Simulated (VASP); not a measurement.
Input of a VASP 6.6.1 run:

Contents of INCAR:

```
SYSTEM = BN
  PREC = Accurate
  ENCUT = 520
  EDIFF = 1E-6
  ISMEAR = -1
  SIGMA = 0.05
  LREAL = .False.
  LASPH = .True.
  NELM = 100
  ALGO = Normal
  ISIF = 2
  LWAVE = .False.
  LCHARG = .False.
  GGA = CA
  NBANDS = 11
```

Contents of KPOINTS:

```
Automatic mesh
0
Gamma
  13 13 9
  0 0 0
```

Contents of POSCAR:

```
BN
1.0
    2.5572306852      0.0000000000      0.0000000000
   -1.2711622815      2.2189130743      0.0000000000
   -0.6430342018     -1.1094565371      3.0818205403
N B
1 1
Direct
    0.6685060000      0.3323850000      0.9849990000
    0.9796430000      0.9834990000      0.0018060000
```

Potentials or basis: VASP PAW LDA potentials, release 64 (N, B).

The run is started by

```console
$ cat potpaw_LDA.64/N/POTCAR potpaw_LDA.64/B/POTCAR > POTCAR
$ mpirun -np 1 vasp_std > vasp.out
```

(1) What does it give for the band gap on the k mesh?

(2) Predict the largest force.

(3) Predict the pressure.

## Answers

(1) 2.66 eV (least direct gap 4.26 eV).

(2) 2.363 eV/Å.

(3) -17.2 GPa.

Caveat: the cell stands under tension; an odd mesh through Γ misses points on the zone boundary, where band edges can lie; forces of over 1 eV/Å act on the atoms, so gaps and moduli don't describe the material at rest.
